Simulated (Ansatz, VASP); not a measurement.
In3Sb: VASP beside Ansatz

```
In Sb
1.0
     4.83696    0.00000    0.00000
     0.00000    4.83696    0.00000
     0.00000    0.00000    4.83696
In Sb
3 1
Direct
  0.50000 0.50000 0.00000
  0.50000 0.00000 0.50000
  0.00000 0.50000 0.50000
  0.00000 0.00000 0.00000
```

Alike in both runs: task single point; functional PBEsol; k mesh 2 × 2 × 2; occupations gaussian, width 0.1 eV; no spin polarisation.

|  | VASP | Ansatz |
| --- | --- | --- |
| version | VASP 6.6.1 | Ansatz 0.2.0 |
| potentials or method | VASP PAW PBE potentials, release 64 (In_d, Sb), cutoff 520 eV | scalar-relativistic, plane waves, PAW |
| valence electrons in the cell | 44 | 54 |

Ansatz gave:

| Property | Result |
| --- | --- |
| gap on the k mesh at the Fermi level (eV) | none |
| pressure (GPa) | -2.8 |

Estimate VASP's values.

gap on the k mesh at the Fermi level (eV): none; pressure (GPa): -2.9.

VASP's potentials were made for PBE, not for PBEsol. A gap of «none» marks a metal or a gap that the smearing closes. With one functional, cell and mesh, what is left measures potentials, basis and numerics. VASP's potentials hold 44 valence electrons a cell and Ansatz's 54, so a difference there can come from the potentials and not from the codes.

The k mesh is coarse, so the values compare programs but aren't converged. Spin-orbit coupling is off throughout.
